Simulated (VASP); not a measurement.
Set up this calculation in VASP 6.6.1, as the native input.

- Task: relaxation of cell and atoms
- Functional: PBE
- Potentials or basis: VASP PAW PBE potentials, release 64 (Be, H)
- Cutoff: 600 eV
- k mesh: 6 × 4 × 4
- Occupations: gaussian, width 0.1 eV
- Spin: no spin polarisation
- Dipole correction: no
- Further INCAR settings: ALGO = Normal; EDIFF = 1e-07; IBRION = 2; EDIFFG = -0.04; NSW = 90; ISIF = 3

The structure of Be2H3 lies in POSCAR:

```
Be2H3
1.0
    3.0305905603      0.0000000000      0.0000000000
    1.1624205682      3.7491174659      0.0000000000
    1.2081020382     -0.0638468112      6.0616961083
Be H
4 6
Direct
    0.0915206063      0.8398833442      0.9976010335
    0.3987689136      0.5087420561      0.5934999174
    0.6867894065      0.9164642382      0.7252149164
    0.9815967178      0.3498218278      0.2712662761
    0.9928430632      0.1992702781      0.0647805607
    0.4735166776      0.3029631225      0.3754166712
    0.8510886221      0.6507092152      0.5505427772
    0.6393662516      0.7542179706      0.9375232470
    0.4288869626      0.2739402587      0.7713665174
    0.9556227787      0.7039876887      0.2127880832
```

The input as run:

INCAR

```
PREC = Accurate
ENCUT = 600
EDIFF = 1E-7
ISMEAR = 0
SIGMA = 0.1
LREAL = False
LASPH = True
NELM = 100
ALGO = Normal
ISIF = 3
LWAVE = False
LCHARG = False
GGA = PE
IBRION = 2
NSW = 90
EDIFFG = -0.04
```

KPOINTS

```
regular mesh
0
Gamma
  6 4 4
```

Potentials or basis: VASP PAW PBE potentials, release 64 (Be, H).

The run is started by

```sh
$ cat potpaw_PBE.64/Be/POTCAR potpaw_PBE.64/H/POTCAR > POTCAR
$ mpirun -np 1 vasp_std > vasp.out
```

It gave:

```json
{"Relaxed volume": "7.74 Å³/atom", "Relaxed cell": "a = 3.876 Å, b = 4.068 Å, c = 5.895 Å, α = 83.69°, β = 70.03°, γ = 62.53°", "Space group after relaxing (to 0.1 Å)": "P1 (No. 1)", "Energy gained by relaxing": "140.7 meV/atom", "Ionic steps": "75", "Pressure after relaxing": "0.0 GPa", "Largest force after relaxing": "0.032 eV/Å", "Band gap on the k mesh": "1.83 eV (least direct gap 2.18 eV)"}
```

Caveat: a cell axis changed by over 15 % at a fixed basis, so the end point is rough.

It took 15 min on 1 thread of Intel(R) Xeon(R) 6975P-C (Granite Rapids), on a shared host, peak memory 0.22 GiB.
